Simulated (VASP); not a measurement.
# Al2RuN3 (P1) in VASP: single point with PBE

Aim: the single point of Al2RuN3 with PBE.

Program: VASP 6.6.1. These are calculated values, not measurements. Logs are shortened: lines on timing, memory, paths and dates and some standing lists are left out, and cuts for length are marked.

### Step 1. The cell of the first run

The typed cell holds 12 atoms: a = 3.144 Å, b = 5.524 Å, c = 8.982 Å, α = 90.73°, β = 99.86°, γ = 106.76°.

### Step 2. Single point, PBE

The input, INCAR:

```
PREC = Accurate
ENCUT = 520
EDIFF = 1E-6
ISMEAR = 0
SIGMA = 0.1
LREAL = False
LASPH = True
NELM = 60
ALGO = Normal
ISIF = 2
LWAVE = False
LCHARG = False
GGA = PE
NBANDS = 47
```

The input, KPOINTS:

```
Automatic mesh
0
Gamma
  6 4 2
```

The input, POSCAR:

```
Al2RuN3
1.0
    3.1318922749     -0.2666276055     -0.0527654030
   -1.1368514553      5.4044701795      0.1154224852
   -1.4463146124     -0.6103640262      8.8436320223
Al Ru N
4 2 6
Direct
    0.3748526330      0.5265884099      0.4040062253
    0.2264878712      0.8171055650      0.8453863277
    0.5850244717      0.1071273853      0.2425287299
    0.8592684174      0.2792297793      0.6739311941
    0.1349864492      0.9266366589      0.5430117133
    0.0247453719      0.2344338572      0.9982012081
   -0.0281124811      0.4698437519      0.8569888290
    0.9236039170      0.5070078058      0.5208439513
    0.1775411558      0.2978964838      0.2340953038
    0.7530401603      0.9509570686      0.7591083113
    0.4309927839      0.0057443211      0.0322984114
    0.5375692496      0.8774289132      0.3895997950
```

Potentials or basis: VASP PAW PBE potentials, release 64 (Al, Ru_pv, N).

The run is started by

```sh
$ cat potpaw_PBE.64/Al/POTCAR potpaw_PBE.64/Ru_pv/POTCAR potpaw_PBE.64/N/POTCAR > POTCAR
$ mpirun -np 1 vasp_std > vasp.out
```

OUTCAR:

```text
PREC = Accurate
   ENCUT = 520
   EDIFF = 1E-6
   ISMEAR = 0
   LREAL = False
   LASPH = True
   NELM = 60
   ISIF = 2
   GGA = PE

 ion  position               nearest neighbor table
   1  0.375  0.527  0.404-   9 1.87  12 1.87   8 1.88   8 1.89   5 2.83   5 2.87   3 3.00   3 3.01
                             4 3.18   4 3.24
   2  0.226  0.817  0.845-   7 1.87  11 1.88  10 1.90  10 1.91   5 2.77   6 2.94   6 2.98   4 3.14
                             4 3.33
   3  0.585  0.107  0.243-  12 1.84   9 1.87   9 1.87  11 1.90   6 2.78   6 2.80   1 3.00   1 3.01
                             5 3.28   5 3.29
   4  0.859  0.279  0.674-   7 1.87   8 1.87  10 1.94   5 2.61   5 2.68   6 2.90   2 3.14   1 3.18
                             1 3.24   2 3.33
   5  0.135  0.927  0.543-  12 2.08  12 2.09   8 2.22  10 2.47  10 2.47   4 2.61   4 2.68   2 2.77
                             1 2.83   1 2.87   3 3.28   3 3.29
   6  0.025  0.234  0.998-   7 1.85  11 2.00  11 2.03   9 2.09  10 2.51   3 2.78   3 2.80   4 2.90
                             2 2.94   2 2.98
   7  0.972  0.470  0.857-   6 1.85   4 1.87   2 1.87
   8  0.924  0.507  0.521-   4 1.87   1 1.88   1 1.89   5 2.22
   9  0.178  0.298  0.234-   1 1.87   3 1.87   3 1.87   6 2.09
  10  0.753  0.951  0.759-   2 1.90   2 1.91   4 1.94   5 2.47   5 2.47   6 2.51
  11  0.431  0.006  0.032-   2 1.88   3 1.90   6 2.00   6 2.03
  12  0.538  0.877  0.390-   3 1.84   1 1.87   5 2.08   5 2.09

  LATTYP: Found a triclinic cell.
 ALAT       =     5.5119452190
 B/A-ratio  =     1.8153401698
 C/A-ratio  =     0.5703365926
 COS(alpha) =     0.0013179392
 COS(beta)  =     0.2813446101
 COS(gamma) =     0.4517310396

  Lattice vectors:

 A1 = (   1.9950408196,   5.1378425740,   0.0626570822)
 A2 = (   0.5487262072,   4.5274785478,   8.9062891045)
 A3 = (   3.1318922749,  -0.2666276055,  -0.0527654030)

Analysis of symmetry for initial positions (statically):
=====================================================================
 Subroutine PRICEL returns:
 Original cell was already a primitive cell.

 Routine SETGRP: Setting up the symmetry group for a
 triclinic supercell.

 Subroutine GETGRP returns: Found  1 space group operations
 (whereof  1 operations were pure point group operations)
 out of a pool of  2 trial point group operations.

The static configuration has the point symmetry C_1 .

Analysis of symmetry for dynamics (positions and initial velocities):
=====================================================================
 Subroutine PRICEL returns:
 Original cell was already a primitive cell.

 Routine SETGRP: Setting up the symmetry group for a
 triclinic supercell.

 Subroutine GETGRP returns: Found  1 space group operations
 (whereof  1 operations were pure point group operations)
 out of a pool of  2 trial point group operations.

The dynamic configuration has the point symmetry C_1 .

 Subroutine INISYM returns: Found  1 space group operations
 (whereof  1 operations are pure point group operations),
 and found     1 'primitive' translations

----------------------------------------------------------------------------------------

                                     Primitive cell

  volume of cell :     146.8247

  direct lattice vectors                    reciprocal lattice vectors
     3.131892275 -0.266627605 -0.052765403     0.326005074  0.067338527  0.057963393
    -1.136851455  5.404470179  0.115422485     0.016279023  0.188122220  0.015646018
    -1.446314612 -0.610364026  8.843632022     0.001732639 -0.002053499  0.113217347

  length of vectors
     3.143664055  5.523952525  8.981881626     0.337895754  0.189472357  0.113249224

  position of ions in fractional coordinates (direct lattice)
     0.374852633  0.526588410  0.404006225
     0.226487871  0.817105565  0.845386328
     0.585024472  0.107127385  0.242528730
     0.859268417  0.279229779  0.673931194
     0.134986449  0.926636659  0.543011713
     0.024745372  0.234433857  0.998201208
     0.971887519  0.469843752  0.856988829
     0.923603917  0.507007806  0.520843951
     0.177541156  0.297896484  0.234095304
     0.753040160  0.950957069  0.759108311
     0.430992784  0.005744321  0.032298411
     0.537569250  0.877428913  0.389599795

  ion indices of the primitive-cell ions
   primitive index   ion index
                 1           1
                 2           2
                 3           3
                 4           4
                 5           5
                 6           6
                 7           7
                 8           8
                 9           9
                10          10
                11          11
                12          12

----------------------------------------------------------------------------------------

 KPOINTS: Automatic mesh

Automatic generation of k-mesh.
 Grid dimensions read from file:
 generate k-points for:    6    4    2

 Generating k-lattice:

  Cartesian coordinates                     Fractional coordinates (reciprocal lattice)
     0.054334179  0.011223088  0.009660565     0.166666667 -0.000000000 -0.000000000
     0.004069756  0.047030555  0.003911504    -0.000000000  0.250000000  0.000000000
     0.000866320 -0.001026750  0.056608674     0.000000000 -0.000000000  0.500000000

  Length of vectors
     0.056315959  0.047368089  0.056624612

  Shift w.r.t. Gamma in fractional coordinates (k-lattice)
     0.000000000  0.000000000  0.000000000

 Subroutine IBZKPT returns following result:
 ===========================================

 Found     28 irreducible k-points:

 Following reciprocal coordinates:
            Coordinates               Weight
  0.000000  0.000000  0.000000      1.000000
  0.166667 -0.000000 -0.000000      2.000000
  0.333333 -0.000000  0.000000      2.000000
  0.500000 -0.000000  0.000000      1.000000
  0.000000  0.250000  0.000000      2.000000
  0.166667  0.250000  0.000000      2.000000
[... 16 lines left out ...]
 -0.333333  0.250000  0.500000      2.000000
 -0.166667  0.250000  0.500000      2.000000
 [... further k-points ...]
   k-points           NKPTS =     28   k-points in BZ     NKDIM =     28   number of bands    NBANDS=     47
   number of dos      NEDOS =    301   number of ions     NIONS =     12
   total plane-waves  NPLWV =  70560
   dimension x,y,z NGX =    24 NGY =   42 NGZ =   70
   dimension x,y,z NGXF=    48 NGYF=   84 NGZF=  140
   ions per type =               4   2   6
   NGX,Y,Z   is equivalent  to a cutoff of  12.69, 12.64, 12.96 a.u.
   NGXF,Y,Z  is equivalent  to a cutoff of  25.38, 25.28, 25.91 a.u.
 SYSTEM =  unknown system
   PREC   = accura    normal or accurate (medium, high low for compatibility)
   ISTART =      0    job   : 0-new  1-cont  2-samecut
   ICHARG =      2    charge: 1-file 2-atom 10-const
   ISPIN  =      1    spin polarized calculation?
   LNONCOLLINEAR =      F non collinear calculations
   LSORBIT =      F    spin-orbit coupling
   LASPH  =      T    aspherical Exc in radial PAW
   ENCUT  =  520.0 eV  38.22 Ry    6.18 a.u.   5.85 10.27 16.70*2*pi/ulx,y,z
   NELM   =     60;   NELMIN=  2; NELMDL= -5     # of ELM steps
   EDIFF  = 0.1E-05   stopping-criterion for ELM
   LREAL  =      F    real-space projection
   EDIFFG = 0.1E-04   stopping-criterion for IOM
   NSW    =      0    number of steps for IOM
   IBRION =     -1    ionic relax: 0-MD 1-quasi-New 2-CG
   NFREE  =      0    steps in history (QN), initial steepest desc. (CG)
   ISIF   =      2    stress and relaxation
   ISYM   =      2    0-nonsym 1-usesym 2-fastsym
   POTIM  = 0.5000    time-step for ionic-motion
   TEBEG  =    0.0;   TEEND  =   0.0 temperature during run
   PSTRESS=    0.0 pullay stress
   NELECT =      70.0000    total number of electrons
   NUPDOWN=      -1.0000    fix difference up-down
   EMIN   =  10.00;   EMAX   =-10.00  energy-range for DOS
   EFERMI =   0.00;   METHOD = LEGACY
   ISMEAR =     0;   SIGMA  =   0.10  broadening in eV -4-tet -1-fermi 0-gaus
   EFERMI_NEDOS =   21; number of points for ismear=-14 and -15
   IALGO  =     38    algorithm
   IMIX   =      4    mixing-type and parameters
     AMIX     =   0.40;   BMIX     =  1.00
     AMIX_MAG =   1.60;   BMIX_MAG =  1.00
  volume/ion in A,a.u.               =      12.24        82.57
  Fermi-wavevector in a.u.,A,eV,Ry     =   1.278913  2.416796 22.253955  1.635620
  Thomas-Fermi vector in A             =   2.411429
   LORBIT       =      0    0 simple, 1 ext, 2 COOP (PROOUT), +10 PAW based schemes
   GGA     = PE    functional components
   LHFCALC =     F    Hartree Fock is set to
   AEXX    =    0.0000 exact exchange contribution
   IVDW    =     0    specifies the selected vdW correction
   LEPSILON=     F    determine dielectric tensor
   LRPA    =     F    only Hartree local field effects (RPA)
 non-spin polarized calculation
 Gauss-broadening in eV      SIGMA  =   0.10
  energy-cutoff  :      520.00
  volume of cell :      146.82
 maximum number of plane-waves:      3976
   NGX = 11   NGY = 21   NGZ = 33

 number of electron      70.0000002 magnetization

 Free energy of the ion-electron system (eV)
  ---------------------------------------------------
  ext. energy  EPLUGINS =         0.00000000
  ---------------------------------------------------
  free energy    TOTEN  =       -87.67624478 eV

  energy without entropy =      -87.65462462  energy(sigma->0) =      -87.66543470

 E-fermi :   6.6201     XC(G=0): -10.6904

 val. band max:        6.5980934758   @ k =   0.5000   0.5000   0.0000
 cond. band min:       6.6283456961   @ k =   0.5000  -0.0000   0.5000
 fundamental gap:      0.0302522204
 Fermi energy:         6.6201278967

 k-point     1 :       0.0000    0.0000    0.0000
  band No.  band energies     occupation
      1     -37.2826      2.00000
      2     -36.5164      2.00000
      3     -36.2958      2.00000
      4     -35.9740      2.00000
      5     -35.8375      2.00000
      6     -35.7176      2.00000
[... 39 lines left out ...]
     46      12.8642      0.00000
     47      13.2898      0.00000
[... 1148 lines left out ...]
     46      13.5911      0.00000
     47      13.8470      0.00000

 [... further k-points ...]
[... 5 lines left out ...]
  --------------------------------------------------------------------------------------
  -------------------------------------------------------------------------------------
  Total       -0.0461360      0.1187959     -0.0519398     -0.0899647     -0.0124271      0.0299561
  in kB       -0.5034440      1.2963222     -0.5667759     -0.9817112     -0.1356071      0.3268866
  external PRESSURE =       0.0753674 kB  Pullay stress =       0.0000000 kB

 VOLUME and BASIS-vectors are now :
 -----------------------------------------------------------------------------
  energy-cutoff  :      520.00
  volume of cell :      146.82
      direct lattice vectors                 reciprocal lattice vectors
     3.131892275 -0.266627605 -0.052765403     0.326005074  0.067338527  0.057963393
    -1.136851455  5.404470179  0.115422485     0.016279023  0.188122220  0.015646018
    -1.446314612 -0.610364026  8.843632022     0.001732639 -0.002053499  0.113217347

 POSITION                                       TOTAL-FORCE (eV/Angst)
 -----------------------------------------------------------------------------------
     -0.00897      2.49939      3.61388        -0.001315      0.011968     -0.001959
     -1.44229      3.83964      7.55865        -0.013325     -0.002927      0.013080
      1.35967      0.27495      2.12633        -0.016435     -0.006431     -0.003350
      1.39898      0.86864      5.94689        -0.002493      0.008914      0.015648
     -1.41605      4.64055      4.90203        -0.001809      0.019756      0.032579
     -1.63273      0.65113      8.85348         0.036780     -0.012212      0.045501
      1.27023      1.75705      7.58184        -0.002900      0.042528     -0.032322
      1.56293      2.17595      4.61594         0.000820     -0.025015     -0.005343
     -0.12120      1.41975      2.09527         0.005417      0.002173      0.009196
      0.17943      4.47531      6.78330         0.010348     -0.013929     -0.020881
      1.29658     -0.10358      0.26356        -0.015789     -0.013683     -0.016115
      0.12262      4.36091      3.51839         0.000701     -0.011141     -0.036035
 -----------------------------------------------------------------------------------
    total drift:                                0.000361      0.000695      0.000154

  FREE ENERGIE OF THE ION-ELECTRON SYSTEM (eV)
  ---------------------------------------------------
  free  energy   TOTEN  =       -87.6762447755 eV

  energy  without entropy=      -87.6546246178  energy(sigma->0) =      -87.66543470
```

It took 2.8 min on 1 thread of AMD EPYC 9R45 (Zen 5), shared host; peak memory 0.31 GiB.

Results:

| Item | Value |
| --- | --- |
| Free energy | -87.6762 eV |
| Pressure | 0.0 GPa |
| Largest force | 0.060 eV/Å |
| Band gap on the k mesh | zero (bands 35 and 36 overlap by 0.24 eV) |

Forces on the atoms (eV/Å):
```
Al  -0.001  0.012 -0.002
Al  -0.013 -0.003  0.013
Al  -0.016 -0.006 -0.003
Al  -0.002  0.009  0.016
Ru  -0.002  0.020  0.033
Ru   0.037 -0.012  0.046
N   -0.003  0.043 -0.032
N    0.001 -0.025 -0.005
N    0.005  0.002  0.009
N    0.010 -0.014 -0.021
N   -0.016 -0.014 -0.016
N    0.001 -0.011 -0.036
```

Stress tensor (GPa, compression positive):
```
-0.05 -0.10  0.03
-0.10  0.13 -0.01
 0.03 -0.01 -0.06
```

The gap in the log of VASP goes by the Fermi energy; the results here count the filled bands.